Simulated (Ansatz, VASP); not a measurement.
## One calculation of Al2Cl, two programs

```xyz
3
Lattice="3.0606 0.0000 0.0000 0.0000 3.0606 0.0000 0.0000 0.0000 6.9571" Properties=species:S:1:pos:R:3 pbc="T T T"
Al    1.5303    1.5303    2.0777
Al    1.5303    1.5303    4.8794
Cl    0.0000    0.0000    0.0000
```

Change from the starting cell: species swapped into the Ga2Cu type (P4/mmm, No. 123).

Alike in both runs: functional PBE; k mesh 6 × 6 × 4; occupations gaussian, width 0.1 eV; no spin polarisation.

Ansatz relaxed the structure, and its values are those at the end. VASP's run is a single point on that final structure, the one shown.

```csv
,VASP,Ansatz
version,VASP 6.6.1,Ansatz 0.2.0
potentials or method,"VASP PAW PBE potentials, release 64 (Al, Cl), cutoff 520 eV","scalar-relativistic, plane waves, PAW"
valence electrons in the cell,13,13
```

```csv
,VASP,Ansatz,Ansatz less VASP
gap on the k mesh at the Fermi level (eV),none,none,-
pressure (GPa),-0.1,-0.1,+0.03
rms of the force components (eV/Å),0.004,0.005,+0.0008
```

A gap of «none» marks a metal or a gap that the smearing closes.
